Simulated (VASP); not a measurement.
# MgSe (Fm-3m) in VASP: notebook

MgSe is run at these levels: PBEsol; tasks: single point.

Program: VASP 6.6.1. These are calculated values, not measurements. Logs are shortened: lines on timing, memory, paths and dates and some standing lists are left out, and cuts for length are marked.

## Step 1: The cell of the first run

Symmetry: Fm-3m, No. 225, cubic system. Conventional cell: a = 5.469 Å, b = 5.469 Å, c = 5.469 Å, α = 90.00°, β = 90.00°, γ = 90.00°. Mg (site symmetry m-3m) has 6 Se at 2.73 Å within 3.6 Å. Within 3.6 Å of Se (site symmetry m-3m) lie 6 Mg at 2.73 Å.

## Step 2: Single point, PBEsol

File INCAR:

```
SYSTEM = MgSe
PREC = Accurate
ENCUT = 600
EDIFF = 1E-6
ISMEAR = 0
SIGMA = 0.05
LREAL = .False.
LASPH = .True.
NELM = 120
ALGO = Normal
ISIF = 2
LWAVE = .False.
LCHARG = .False.
GGA = PS
NBANDS = 11
GGA_COMPAT = .False.
```

File KPOINTS:

```
Automatic mesh
0
Gamma
  10 10 10
  0 0 0
```

File POSCAR:

```
MgSe
1.0
    0.0000000000      2.7345548838      2.7345548838
    2.7345548838      0.0000000000      2.7345548838
    2.7345548838      2.7345548838      0.0000000000
Mg Se
1 1
Direct
    0.0000000000      0.0000000000      0.0000000000
    0.5000000000      0.5000000000      0.5000000000
```

Potentials or basis: VASP PAW PBE potentials, release 64 (Mg, Se).

Command:

```bash
$ cat potpaw_PBE.64/Mg/POTCAR potpaw_PBE.64/Se/POTCAR > POTCAR
$ mpirun -np 1 vasp_std > vasp.out
```

OUTCAR:

```text
SYSTEM = MgSe
   PREC = Accurate
   ENCUT = 600
   EDIFF = 1E-6
   ISMEAR = 0
   LREAL = .False.
   LASPH = .True.
   NELM = 120
   ISIF = 2
   GGA = PS

 ion  position               nearest neighbor table
   1  0.000  0.000  0.000-   2 2.73   2 2.73   2 2.73   2 2.73   2 2.73   2 2.73
   2  0.500  0.500  0.500-   1 2.73   1 2.73   1 2.73   1 2.73   1 2.73   1 2.73

  LATTYP: Found a face centered cubic cell.
 ALAT       =     5.4691097676

  Lattice vectors:

 A1 = (   0.0000000000,   2.7345548838,   2.7345548838)
 A2 = (   2.7345548838,   0.0000000000,   2.7345548838)
 A3 = (   2.7345548838,   2.7345548838,   0.0000000000)

Analysis of symmetry for initial positions (statically):
=====================================================================
 Subroutine PRICEL returns:
 Original cell was already a primitive cell.

 Routine SETGRP: Setting up the symmetry group for a
 face centered cubic supercell.

 Subroutine GETGRP returns: Found 48 space group operations
 (whereof 48 operations were pure point group operations)
 out of a pool of 48 trial point group operations.

The static configuration has the point symmetry O_h .

Analysis of symmetry for dynamics (positions and initial velocities):
=====================================================================
 Subroutine PRICEL returns:
 Original cell was already a primitive cell.

 Routine SETGRP: Setting up the symmetry group for a
 face centered cubic supercell.

 Subroutine GETGRP returns: Found 48 space group operations
 (whereof 48 operations were pure point group operations)
 out of a pool of 48 trial point group operations.

The dynamic configuration has the point symmetry O_h .

 Subroutine INISYM returns: Found 48 space group operations
 (whereof 48 operations are pure point group operations),
 and found     1 'primitive' translations

----------------------------------------------------------------------------------------

                                     Primitive cell

  volume of cell :      40.8969

  direct lattice vectors                    reciprocal lattice vectors
     0.000000000  2.734554884  2.734554884    -0.182845114  0.182845114  0.182845114
     2.734554884  0.000000000  2.734554884     0.182845114 -0.182845114  0.182845114
     2.734554884  2.734554884  0.000000000     0.182845114  0.182845114 -0.182845114

  length of vectors
     3.867244604  3.867244604  3.867244604     0.316697028  0.316697028  0.316697028

  position of ions in fractional coordinates (direct lattice)
     0.000000000  0.000000000  0.000000000
     0.500000000  0.500000000  0.500000000

  ion indices of the primitive-cell ions
   primitive index   ion index
                 1           1
                 2           2

----------------------------------------------------------------------------------------

 KPOINTS: Automatic mesh

Automatic generation of k-mesh.
 Grid dimensions read from file:
 generate k-points for:   10   10   10

 Generating k-lattice:

  Cartesian coordinates                     Fractional coordinates (reciprocal lattice)
    -0.018284511  0.018284511  0.018284511     0.100000000  0.000000000  0.000000000
     0.018284511 -0.018284511  0.018284511     0.000000000  0.100000000  0.000000000
     0.018284511  0.018284511 -0.018284511     0.000000000  0.000000000  0.100000000

  Length of vectors
     0.031669703  0.031669703  0.031669703

  Shift w.r.t. Gamma in fractional coordinates (k-lattice)
     0.000000000  0.000000000  0.000000000

 Subroutine IBZKPT returns following result:
 ===========================================

 Found     47 irreducible k-points:

 Following reciprocal coordinates:
            Coordinates               Weight
  0.000000  0.000000  0.000000      1.000000
  0.100000  0.000000  0.000000      8.000000
  0.200000  0.000000  0.000000      8.000000
  0.300000  0.000000  0.000000      8.000000
  0.400000  0.000000  0.000000      8.000000
  0.500000  0.000000  0.000000      4.000000
[... 16 lines left out ...]
  0.300000  0.300000  0.000000      6.000000
  0.400000  0.300000  0.000000     24.000000
 [... further k-points ...]
   k-points           NKPTS =     47   k-points in BZ     NKDIM =     47   number of bands    NBANDS=     11
   number of dos      NEDOS =    301   number of ions     NIONS =      2
   total plane-waves  NPLWV =  32768
   dimension x,y,z NGX =    32 NGY =   32 NGZ =   32
   dimension x,y,z NGXF=    64 NGYF=   64 NGZF=   64
   ions per type =               1   1
   NGX,Y,Z   is equivalent  to a cutoff of  13.76, 13.76, 13.76 a.u.
   NGXF,Y,Z  is equivalent  to a cutoff of  27.51, 27.51, 27.51 a.u.
 SYSTEM =  MgSe
   PREC   = accura    normal or accurate (medium, high low for compatibility)
   ISTART =      0    job   : 0-new  1-cont  2-samecut
   ICHARG =      2    charge: 1-file 2-atom 10-const
   ISPIN  =      1    spin polarized calculation?
   LNONCOLLINEAR =      F non collinear calculations
   LSORBIT =      F    spin-orbit coupling
   LASPH  =      T    aspherical Exc in radial PAW
   ENCUT  =  600.0 eV  44.10 Ry    6.64 a.u.   7.72  7.72  7.72*2*pi/ulx,y,z
   NELM   =    120;   NELMIN=  2; NELMDL= -5     # of ELM steps
   EDIFF  = 0.1E-05   stopping-criterion for ELM
   LREAL  =      F    real-space projection
   EDIFFG = 0.1E-04   stopping-criterion for IOM
   NSW    =      0    number of steps for IOM
   IBRION =     -1    ionic relax: 0-MD 1-quasi-New 2-CG
   NFREE  =      0    steps in history (QN), initial steepest desc. (CG)
   ISIF   =      2    stress and relaxation
   ISYM   =      2    0-nonsym 1-usesym 2-fastsym
   POTIM  = 0.5000    time-step for ionic-motion
   TEBEG  =    0.0;   TEEND  =   0.0 temperature during run
   PSTRESS=    0.0 pullay stress
   NELECT =       8.0000    total number of electrons
   NUPDOWN=      -1.0000    fix difference up-down
   EMIN   =  10.00;   EMAX   =-10.00  energy-range for DOS
   EFERMI =   0.00;   METHOD = LEGACY
   ISMEAR =     0;   SIGMA  =   0.05  broadening in eV -4-tet -1-fermi 0-gaus
   EFERMI_NEDOS =   21; number of points for ismear=-14 and -15
   IALGO  =     38    algorithm
   IMIX   =      4    mixing-type and parameters
     AMIX     =   0.40;   BMIX     =  1.00
     AMIX_MAG =   1.60;   BMIX_MAG =  1.00
  volume/ion in A,a.u.               =      20.45       137.99
  Fermi-wavevector in a.u.,A,eV,Ry     =   0.950331  1.795865 12.287814  0.903129
  Thomas-Fermi vector in A             =   2.078698
   LORBIT       =      0    0 simple, 1 ext, 2 COOP (PROOUT), +10 PAW based schemes
   GGA     = PS    functional components
   LHFCALC =     F    Hartree Fock is set to
   AEXX    =    0.0000 exact exchange contribution
   IVDW    =     0    specifies the selected vdW correction
   LEPSILON=     F    determine dielectric tensor
   LRPA    =     F    only Hartree local field effects (RPA)
 non-spin polarized calculation
 Gauss-broadening in eV      SIGMA  =   0.05
  energy-cutoff  :      600.00
  volume of cell :       40.90
 maximum number of plane-waves:      1387
   NGX = 15   NGY = 15   NGZ = 15

 number of electron       8.0000000 magnetization

 Free energy of the ion-electron system (eV)
  ---------------------------------------------------
  ext. energy  EPLUGINS =         0.00000000
  ---------------------------------------------------
  free energy    TOTEN  =        -8.10561470 eV

  energy without entropy =       -8.10561470  energy(sigma->0) =       -8.10561470

 E-fermi :   3.3295     XC(G=0):  -9.5799

 val. band max:        3.0595837332   @ k =   0.0000   0.0000   0.0000
 cond. band min:       4.8061235476   @ k =   0.5000   0.5000   0.0000
 fundamental gap:      1.7465398144
 Fermi energy:         3.3295350994

 k-point     1 :       0.0000    0.0000    0.0000
  band No.  band energies     occupation
      1      -9.8567      2.00000
      2       3.0596      2.00000
      3       3.0596      2.00000
      4       3.0596      2.00000
      5       5.4943      0.00000
      6      10.3957      0.00000
      7      10.3957      0.00000
      8      10.3957      0.00000
      9      12.9827      0.00000
     10      12.9827      0.00000
     11      13.8401      0.00000

 k-point     2 :       0.1000    0.0000    0.0000
  band No.  band energies     occupation
      1      -9.7720      2.00000
      2       2.1789      2.00000
      3       2.9933      2.00000
      4       2.9933      2.00000
      5       6.2273      0.00000
      6      10.1206      0.00000
      7      10.5706      0.00000
      8      10.5706      0.00000
      9      12.1383      0.00000
     10      12.1383      0.00000
     11      13.8411      0.00000

 k-point     3 :       0.2000    0.0000    0.0000
  band No.  band energies     occupation
      1      -9.5344      2.00000
      2       0.7313      2.00000
      3       2.8330      2.00000
      4       2.8330      2.00000
      5       6.9733      0.00000
      6      10.2542      0.00000
      7      10.4021      0.00000
      8      10.4021      0.00000
      9      12.0545      0.00000
     10      12.0545      0.00000
     11      13.2181      0.00000

 k-point     4 :       0.3000    0.0000    0.0000
  band No.  band energies     occupation
      1      -9.2009      2.00000
      2      -0.5906      2.00000
      3       2.6564      2.00000
      4       2.6564      2.00000
      5       6.9974      0.00000
      6       9.7277      0.00000
      7       9.7277      0.00000
      8      11.2570      0.00000
      9      12.7720      0.00000
     10      13.2361      0.00000
     11      13.2361      0.00000
[... 239 lines left out ...]
 k-point    22 :      -0.2000    0.2000    0.0000
  band No.  band energies     occupation
      1      -9.0925      2.00000
      2      -0.3615      2.00000
      3       1.3169      2.00000
      4       2.7215      2.00000
      5       8.3112      0.00000
      6       9.3203      0.00000
      7       9.9541      0.00000
      8       9.9555      0.00000
      9      11.9453      0.00000
     10      15.4201      0.00000
     11      15.6490      0.00000

 k-point    23 :       0.3000    0.3000    0.0000
  band No.  band energies     occupation
      1      -8.9988      2.00000
      2      -0.2015      2.00000
      3       1.7702      2.00000
      4       1.7702      2.00000
      5       6.3396      0.00000
      6       7.6692      0.00000
      7      11.3008      0.00000
      8      13.1973      0.00000
      9      13.1973      0.00000
     10      14.3833      0.00000
     11      17.3644      0.00000

 k-point    24 :       0.4000    0.3000    0.0000
  band No.  band energies     occupation
      1      -8.7603      2.00000
      2      -0.6770      2.00000
      3       1.3249      2.00000
      4       1.6133      2.00000
      5       5.9853      0.00000
      6       7.7326      0.00000
      7      11.7625      0.00000
      8      12.8007      0.00000
      9      14.2051      0.00000
     10      15.8766      0.00000
     11      17.9198      0.00000

 [... further k-points ...]

------------------------ aborting loop because EDIFF is reached ----------------------------------------

  FORCE on cell =-STRESS in cart. coord.  units (eV):
  Direction    XX          YY          ZZ          XY          YZ          ZX
  --------------------------------------------------------------------------------------
  -------------------------------------------------------------------------------------
  Total       -0.1882524     -0.1882524     -0.1882524     -0.0000000      0.0000000      0.0000000
  in kB       -7.3749851     -7.3749851     -7.3749851     -0.0000000      0.0000000      0.0000000
  external PRESSURE =      -7.3749851 kB  Pullay stress =       0.0000000 kB

 VOLUME and BASIS-vectors are now :
 -----------------------------------------------------------------------------
  energy-cutoff  :      600.00
  volume of cell :       40.90
      direct lattice vectors                 reciprocal lattice vectors
     0.000000000  2.734554884  2.734554884    -0.182845114  0.182845114  0.182845114
     2.734554884  0.000000000  2.734554884     0.182845114 -0.182845114  0.182845114
     2.734554884  2.734554884  0.000000000     0.182845114  0.182845114 -0.182845114

 POSITION                                       TOTAL-FORCE (eV/Angst)
 -----------------------------------------------------------------------------------
      0.00000      0.00000      0.00000        -0.000000      0.000000     -0.000000
      2.73455      2.73455      2.73455         0.000000     -0.000000      0.000000
 -----------------------------------------------------------------------------------
    total drift:                               -0.000000     -0.000000      0.000000

  FREE ENERGIE OF THE ION-ELECTRON SYSTEM (eV)
  ---------------------------------------------------
  free  energy   TOTEN  =        -8.1056147009 eV

  energy  without entropy=       -8.1056147009  energy(sigma->0) =       -8.10561470
```

Run time: 11 s. Hardware: 1 thread of Intel Xeon Platinum 8559C (Emerald Rapids), shared host; peak memory 0.18 GiB.

Results:

* Free energy: -8.1056 eV
* Pressure: -0.7 GPa
* Band gap on the k mesh: 1.75 eV, indirect (least direct gap 2.43 eV)

Caveat: the PAW data sets were made with another functional, which shifts forces and pressure a little. A k mesh can miss the band edges.

(Continued in part 2 of 2.)
